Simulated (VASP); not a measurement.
# Ga3As3CO in VASP: a series of runs

Runs on Ga3As3CO. Level: PBE+D3(BJ). Tasks: single point.

Program: VASP 6.6.1. These are calculated values, not measurements. Logs are shortened: lines on timing, memory, paths and dates and some standing lists are left out, and cuts for length are marked.

## 1. The cell of the first run

The cell holds a slab with vacuum, 8 atoms: a = 4.014 Å, b = 5.676 Å, c = 23.335 Å, α = 90.00°, β = 90.00°, γ = 90.00°.

## 2. Single point, PBE+D3(BJ)

Input file INCAR:

```
SYSTEM = Ga3As3CO
ALGO = Normal
DIPOL = 0.5 0.5 0.320
EDIFF = 1E-6
ENCUT = 520
GGA = PE
GGA_COMPAT = .False.
IDIPOL = 3
ISIF = 2
ISMEAR = 0
IVDW = 12
LASPH = .True.
LCHARG = .False.
LDIPOL = .True.
LREAL = .False.
LWAVE = .False.
NBANDS = 57
NELM = 120
NELMDL = -8
PREC = Accurate
SIGMA = 0.05
```

Input file KPOINTS:

```
k-points
0
Gamma
  7 5 1
  0 0 0
```

Input file POSCAR:

```
Ga3As3CO
1.0
    4.0137031111      0.0000000000      0.0000000000
    0.0000000000      5.6762333751      0.0000000000
    0.0000000000      0.0000000000     23.3352699083
Ga As O C
3 3 1 1
Direct
    0.5000000000      0.5000000000      0.1714143447
    0.0000000000      0.0653835255      0.2680035048
    0.5000000000      0.4894639609      0.3228546357
    0.0000000000      0.2500000000      0.1714143447
    0.5000000000      0.8102208698      0.2504948966
    0.0000000000      0.2887573198      0.3593388866
    0.0000000000      0.2887573198      0.4836142866
    0.0000000000      0.2887573198      0.5328959107
```

Potentials or basis: VASP PAW PBE potentials, release 64 (Ga_d, As_d, O, C).

Command:

```sh
$ cat potpaw_PBE.64/Ga_d/POTCAR potpaw_PBE.64/As_d/POTCAR potpaw_PBE.64/O/POTCAR potpaw_PBE.64/C/POTCAR > POTCAR
$ mpirun -np 1 vasp_std > vasp.out
```

OUTCAR:

```text
SYSTEM = Ga3As3CO
   EDIFF = 1E-6
   ENCUT = 520
   GGA = PE
   ISIF = 2
   ISMEAR = 0
   IVDW = 12
   LASPH = .True.
   LREAL = .False.
   NELM = 120
   NELMDL = -8
   PREC = Accurate
 IVDW          = 12

 ion  position               nearest neighbor table
   1  0.500  0.500  0.171-   4 2.46   4 2.46   5 2.55
   2  0.000  0.065  0.268-   6 2.48   4 2.49   5 2.51   5 2.51
   3  0.500  0.489  0.323-   6 2.46   6 2.46   5 2.48
   4  0.000  0.250  0.171-   1 2.46   1 2.46   2 2.49
   5  0.500  0.810  0.250-   3 2.48   2 2.51   2 2.51   1 2.55
   6  0.000  0.289  0.359-   3 2.46   3 2.46   2 2.48
   7  0.000  0.289  0.484-   8 1.15
   8  0.000  0.289  0.533-   7 1.15

  LATTYP: Found a simple orthorhombic cell.
 ALAT       =     4.0137031111
 B/A-ratio  =     1.4142135624
 C/A-ratio  =     5.8139003465

  Lattice vectors:

 A1 = (   4.0137031111,   0.0000000000,   0.0000000000)
 A2 = (   0.0000000000,   5.6762333751,   0.0000000000)
 A3 = (   0.0000000000,   0.0000000000,  23.3352699083)

Analysis of symmetry for initial positions (statically):
=====================================================================
 Subroutine PRICEL returns:
 Original cell was already a primitive cell.

 Routine SETGRP: Setting up the symmetry group for a
 simple orthorhombic supercell.

 Subroutine GETGRP returns: Found  2 space group operations
 (whereof  2 operations were pure point group operations)
 out of a pool of  8 trial point group operations.

The static configuration has the point symmetry C_1h.

Analysis of symmetry for dynamics (positions and initial velocities):
=====================================================================
 Subroutine PRICEL returns:
 Original cell was already a primitive cell.

 Routine SETGRP: Setting up the symmetry group for a
 simple orthorhombic supercell.

 Subroutine GETGRP returns: Found  2 space group operations
 (whereof  2 operations were pure point group operations)
 out of a pool of  8 trial point group operations.

The dynamic configuration has the point symmetry C_1h.

 Subroutine INISYM returns: Found  2 space group operations
 (whereof  2 operations are pure point group operations),
 and found     1 'primitive' translations

----------------------------------------------------------------------------------------

                                     Primitive cell

  volume of cell :     531.6408

  direct lattice vectors                    reciprocal lattice vectors
     4.013703111  0.000000000  0.000000000     0.249146480  0.000000000  0.000000000
     0.000000000  5.676233375  0.000000000     0.000000000  0.176173165  0.000000000
     0.000000000  0.000000000 23.335269908     0.000000000  0.000000000  0.042853586

  length of vectors
     4.013703111  5.676233375 23.335269908     0.249146480  0.176173165  0.042853586

  position of ions in fractional coordinates (direct lattice)
     0.500000000  0.500000000  0.171414345
     0.000000000  0.065383526  0.268003505
     0.500000000  0.489463961  0.322854636
     0.000000000  0.250000000  0.171414345
     0.500000000  0.810220870  0.250494897
     0.000000000  0.288757320  0.359338887
     0.000000000  0.288757320  0.483614287
     0.000000000  0.288757320  0.532895911

  ion indices of the primitive-cell ions
   primitive index   ion index
                 1           1
                 2           2
                 3           3
                 4           4
                 5           5
                 6           6
                 7           7
                 8           8

----------------------------------------------------------------------------------------

 KPOINTS: k-points

Automatic generation of k-mesh.
 Grid dimensions read from file:
 generate k-points for:    7    5    1

 Generating k-lattice:

  Cartesian coordinates                     Fractional coordinates (reciprocal lattice)
     0.035592354  0.000000000  0.000000000     0.142857143  0.000000000  0.000000000
     0.000000000  0.035234633  0.000000000     0.000000000  0.200000000  0.000000000
     0.000000000  0.000000000  0.042853586     0.000000000  0.000000000  1.000000000

  Length of vectors
     0.035592354  0.035234633  0.042853586

  Shift w.r.t. Gamma in fractional coordinates (k-lattice)
     0.000000000  0.000000000  0.000000000

 Subroutine IBZKPT returns following result:
 ===========================================

 Found     12 irreducible k-points:

 Following reciprocal coordinates:
            Coordinates               Weight
  0.000000  0.000000  0.000000      1.000000
  0.142857  0.000000  0.000000      2.000000
  0.285714  0.000000  0.000000      2.000000
  0.428571  0.000000  0.000000      2.000000
  0.000000  0.200000  0.000000      2.000000
  0.142857  0.200000  0.000000      4.000000
  0.285714  0.200000  0.000000      4.000000
  0.428571  0.200000  0.000000      4.000000
  0.000000  0.400000  0.000000      2.000000
  0.142857  0.400000  0.000000      4.000000
  0.285714  0.400000  0.000000      4.000000
  0.428571  0.400000  0.000000      4.000000
   k-points           NKPTS =     12   k-points in BZ     NKDIM =     12   number of bands    NBANDS=     57
   number of dos      NEDOS =    301   number of ions     NIONS =      8
   total plane-waves  NPLWV = 226800
   dimension x,y,z NGX =    30 NGY =   42 NGZ =  180
   dimension x,y,z NGXF=    60 NGYF=   84 NGZF=  360
   ions per type =               3   3   1   1
   NGX,Y,Z   is equivalent  to a cutoff of  12.43, 12.30, 12.82 a.u.
   NGXF,Y,Z  is equivalent  to a cutoff of  24.85, 24.60, 25.65 a.u.
 SYSTEM =  Ga3As3CO
   PREC   = accura    normal or accurate (medium, high low for compatibility)
   ISTART =      0    job   : 0-new  1-cont  2-samecut
   ICHARG =      2    charge: 1-file 2-atom 10-const
   ISPIN  =      1    spin polarized calculation?
   LNONCOLLINEAR =      F non collinear calculations
   LSORBIT =      F    spin-orbit coupling
   LASPH  =      T    aspherical Exc in radial PAW
   ENCUT  =  520.0 eV  38.22 Ry    6.18 a.u.   7.46 10.55 43.39*2*pi/ulx,y,z
   NELM   =    120;   NELMIN=  2; NELMDL= -8     # of ELM steps
   EDIFF  = 0.1E-05   stopping-criterion for ELM
   LREAL  =      F    real-space projection
[... 7 lines left out ...]
   TEBEG  =    0.0;   TEEND  =   0.0 temperature during run
   PSTRESS=    0.0 pullay stress
   NELECT =      94.0000    total number of electrons
   NUPDOWN=      -1.0000    fix difference up-down
   EMIN   =  10.00;   EMAX   =-10.00  energy-range for DOS
   EFERMI =   0.00;   METHOD = LEGACY
   ISMEAR =     0;   SIGMA  =   0.05  broadening in eV -4-tet -1-fermi 0-gaus
   EFERMI_NEDOS =   21; number of points for ismear=-14 and -15
   IALGO  =     38    algorithm
   IMIX   =      4    mixing-type and parameters
     AMIX     =   0.40;   BMIX     =  1.00
     AMIX_MAG =   1.60;   BMIX_MAG =  1.00
  volume/ion in A,a.u.               =      66.46       448.46
  Fermi-wavevector in a.u.,A,eV,Ry     =   0.918850  1.736375 11.487202  0.844286
  Thomas-Fermi vector in A             =   2.043978
   LORBIT       =      0    0 simple, 1 ext, 2 COOP (PROOUT), +10 PAW based schemes
   GGA     = PE    functional components
   LHFCALC =     F    Hartree Fock is set to
   AEXX    =    0.0000 exact exchange contribution
   IVDW    =    12    specifies the selected vdW correction
   LEPSILON=     F    determine dielectric tensor
   LRPA    =     F    only Hartree local field effects (RPA)
 non-spin polarized calculation
 Gauss-broadening in eV      SIGMA  =   0.05
  energy-cutoff  :      520.00
  volume of cell :      531.64
 maximum number of plane-waves:     14367
 NGX is ok and might be reduce to    30
   NGX = 15   NGY = 21   NGZ = 87

 dipolmoment           0.000000      0.000000     -0.000483 electrons x Angstroem

 number of electron      93.9999977 magnetization

 dipolmoment           0.000000      0.000000      0.010349 electrons x Angstroem

 Free energy of the ion-electron system (eV)
  ---------------------------------------------------
  ext. energy  EPLUGINS =         0.00000000
  ---------------------------------------------------
  free energy    TOTEN  =       -37.40224066 eV

  energy without entropy =      -37.40224066  energy(sigma->0) =      -37.40224066

 E-fermi :  -2.1588     XC(G=0):  -3.8536

 val. band max:       -2.3576931926   @ k =   0.0000   0.0000   0.0000
 cond. band min:      -1.9558477517   @ k =   0.4286   0.0000   0.0000
 fundamental gap:      0.4018454409
 Fermi energy:        -2.1588380676

 k-point     1 :       0.0000    0.0000    0.0000
  band No.  band energies     occupation
      1     -37.5863      2.00000
      2     -37.5747      2.00000
      3     -37.5700      2.00000
      4     -37.5558      2.00000
      5     -37.5544      2.00000
      6     -37.1673      2.00000
[... 49 lines left out ...]
     56       2.0107      0.00000
     57       2.1936      0.00000

 k-point     2 :       0.1429    0.0000    0.0000
  band No.  band energies     occupation
      1     -37.5862      2.00000
      2     -37.5747      2.00000
      3     -37.5701      2.00000
      4     -37.5556      2.00000
      5     -37.5545      2.00000
      6     -37.1671      2.00000
[... 49 lines left out ...]
     56       1.7144      0.00000
     57       2.1555      0.00000

 k-point     3 :       0.2857    0.0000    0.0000
  band No.  band energies     occupation
      1     -37.5861      2.00000
      2     -37.5747      2.00000
      3     -37.5702      2.00000
      4     -37.5551      2.00000
      5     -37.5546      2.00000
      6     -37.1667      2.00000
[... 474 lines left out ...]
      1     -37.5861      2.00000
      2     -37.5747      2.00000
      3     -37.5702      2.00000
      4     -37.5551      2.00000
      5     -37.5546      2.00000
      6     -37.1667      2.00000
[... 49 lines left out ...]
     56       2.6474      0.00000
     57       2.9325      0.00000

 k-point    12 :       0.4286    0.4000    0.0000
  band No.  band energies     occupation
      1     -37.5861      2.00000
      2     -37.5747      2.00000
      3     -37.5703      2.00000
      4     -37.5547      2.00000
      5     -37.5547      2.00000
      6     -37.1663      2.00000
[... 49 lines left out ...]
     56       2.6293      0.00000
     57       3.0000      0.00000

------------------------ aborting loop because EDIFF is reached ----------------------------------------

 vacuum level on the upper side and lower side of the slab       (xc-potential included)        -0.086        -0.171

 Edisp (eV)   -1.27839

 E8    (eV) :    -0.5790

  FORCE on cell =-STRESS in cart. coord.  units (eV):
  Direction    XX          YY          ZZ          XY          YZ          ZX
  --------------------------------------------------------------------------------------
  -------------------------------------------------------------------------------------
  Total      -2.25686    -2.79133     1.12519     0.00000    -0.00157     0.00000
  in kB      -6.80137    -8.41207     3.39093     0.00000    -0.00472     0.00000
  external pressure =       -3.94 kB  Pullay stress =        0.00 kB

 VOLUME and BASIS-vectors are now :
 -----------------------------------------------------------------------------
  energy-cutoff  :      520.00
  volume of cell :      531.64
      direct lattice vectors                 reciprocal lattice vectors
     4.013703111  0.000000000  0.000000000     0.249146480  0.000000000  0.000000000
     0.000000000  5.676233375  0.000000000     0.000000000  0.176173165  0.000000000
     0.000000000  0.000000000 23.335269908     0.000000000  0.000000000  0.042853586

 POSITION                                       TOTAL-FORCE (eV/Angst)
 -----------------------------------------------------------------------------------
      2.00685      2.83812      4.00000         0.000000     -0.345302      1.028078
      0.00000      0.37113      6.25393         0.000000      0.039831     -0.013016
      2.00685      2.77831      7.53390         0.000000     -0.014966     -0.054345
      0.00000      1.41906      4.00000         0.000000      0.335853     -1.083904
      2.00685      4.59900      5.84537         0.000000      0.012008      0.003023
      0.00000      1.63905      8.38527         0.000000     -0.053823     -0.430439
      0.00000      1.63905     11.28527         0.000000      0.039000      1.184294
      0.00000      1.63905     12.43527         0.000000     -0.012602     -0.633690
 -----------------------------------------------------------------------------------
    total drift:                                0.000000      0.003306     -0.003220

  FREE ENERGIE OF THE ION-ELECTRON SYSTEM (eV)
  ---------------------------------------------------
  free  energy   TOTEN  =       -38.6806301460 eV

  energy  without entropy=      -38.6806301458  energy(sigma->0) =      -38.68063015

 vacuum level on the upper side and lower side of the slab         2.308         2.231
```

It took 13 min on 1 thread of Intel Xeon Platinum 8259CL at 2.50GHz (Skylake/Cascade Lake), shared host; peak memory 0.73 GiB.

What came out:

- Free energy: -38.6806 eV
- Largest force: 1.185 eV/Å
- Band gap on the k mesh: 0.40 eV (least direct gap 0.75 eV)
- Dispersion energy per atom: -0.160 eV

Forces on the atoms (eV/Å):
```
Ga   0.000 -0.345  1.028
Ga   0.000  0.040 -0.013
Ga   0.000 -0.015 -0.054
As   0.000  0.336 -1.084
As   0.000  0.012  0.003
As   0.000 -0.054 -0.430
O    0.000  0.039  1.184
C    0.000 -0.013 -0.634
```

(Continued in part 2 of 2.)
